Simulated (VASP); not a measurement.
Wanted: the native input for a VASP 6.6.1 run.

```
Task                   : single point
Functional             : PBE
Potentials or basis    : VASP PAW PBE potentials, release 64 (Hg, Te)
Cutoff                 : 520 eV
k mesh                 : 11 × 11 × 11
Occupations            : fermi-dirac, width 0.05 eV
Spin                   : no spin polarisation
Dipole correction      : no
Further INCAR settings : ALGO = Normal; EDIFF = 1e-06; NBANDS = 16
```

The structure of HgTe (CsCl type) lies in POSCAR:

```
HgTe
1.0
    3.8051449394      0.0000000000      0.0000000000
    0.0000000000      3.8051449394      0.0000000000
    0.0000000000      0.0000000000      3.8051449394
Hg Te
1 1
Direct
    0.0000000000      0.0000000000      0.0000000000
    0.5000000000      0.5000000000      0.5000000000
```

The input as run:

INCAR

```
SYSTEM = HgTe
PREC = Accurate
ENCUT = 520
EDIFF = 1E-6
ISMEAR = -1
SIGMA = 0.05
LREAL = .FALSE.
LASPH = .TRUE.
NELM = 80
ALGO = Normal
ISIF = 2
LWAVE = .FALSE.
LCHARG = .TRUE.
GGA = PE
LELF = .TRUE.
LVHAR = .TRUE.
NBANDS = 16
```

KPOINTS

```
regular mesh
0
G
  11 11 11
  0 0 0
```

Potentials or basis: VASP PAW PBE potentials, release 64 (Hg, Te).

Run with:

```bash
$ cat potpaw_PBE.64/Hg/POTCAR potpaw_PBE.64/Te/POTCAR > POTCAR
$ mpirun -np 1 vasp_std > vasp.out
```

It gave:

```yaml
Pressure: 0.1 GPa
Band_gap_on_the_k_mesh: zero (band 9 reaches 5.26 eV, above the bottom of band 10 at 3.41 eV)
```

Caveat: spin-orbit coupling is left out, which moves the levels of the heavy elements.

Run time: 56 s on 1 thread of Intel Xeon 8259CL, with other jobs on the host, peak memory 0.19 GiB.
